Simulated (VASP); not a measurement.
Input of a VASP 6.6.1 run:

Contents of INCAR:

```
SYSTEM = Pd
  PREC = Accurate
  ENCUT = 520
  EDIFF = 1E-7
  ISMEAR = -1
  SIGMA = 0.15
  LREAL = .FALSE.
  LASPH = .TRUE.
  NELM = 60
  ALGO = Normal
  ISIF = 2
  LWAVE = .FALSE.
  LCHARG = .TRUE.
  GGA = PS
  LELF = .TRUE.
  LVHAR = .TRUE.
  NBANDS = 11
```

Contents of KPOINTS:

```
Automatic mesh
0
G
  15 15 15
  0 0 0
```

File POSCAR:

```
Pd
1.0
    0.0000000000      1.9465000000      1.9465000000
    1.9465000000      0.0000000000      1.9465000000
    1.9465000000      1.9465000000      0.0000000000
Pd
1
Direct
    0.0000000000      0.0000000000      0.0000000000
```

Potentials or basis: VASP PAW PBE potentials, release 64 (Pd).

Run with:

```sh
$ cat potpaw_PBE.64/Pd/POTCAR > POTCAR
$ mpirun -np 1 vasp_std > vasp.out
```

Problem. What does it give for the band gap on the k mesh?

Solution. Zero (band 5 reaches 9.88 eV, above the bottom of band 6 at 8.32 eV).

Problem. Predict the pressure.

Solution. -2.4 GPa.

Caveat: the PAW data sets were made with another functional, which shifts forces and pressure a little.
